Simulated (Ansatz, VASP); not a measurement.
CdO: VASP beside Ansatz

```
CELL_PARAMETERS angstrom
0.00000 2.36099 2.36099
2.36099 0.00000 2.36099
2.36099 2.36099 0.00000
ATOMIC_POSITIONS crystal
Cd 0.00000 0.00000 0.00000
O 0.50000 0.50000 0.50000
```

Alike in both runs: task single point; functional LDA; k mesh 6 × 6 × 6; occupations gaussian, width 0.1 eV; no spin polarisation.

|  | VASP | Ansatz |
| --- | --- | --- |
| version | VASP 6.6.1 | Ansatz 0.2.0 |
| potentials or method | VASP PAW LDA potentials, release 64 (Cd, O), cutoff 600 eV | scalar-relativistic, plane waves, PAW |
| valence electrons in the cell | 18 | 26 |

```csv
,VASP,Ansatz,Ansatz less VASP
pressure (GPa),-6.5,-8.0,-1.43
```

LDA's correlation is that of Perdew and Zunger in VASP and of Perdew and Wang (1992) in Ansatz. VASP's potentials hold 18 valence electrons a cell and Ansatz's 26, so a difference there can come from the potentials and not from the codes.

The k mesh is coarse, so the values compare programs but aren't converged.
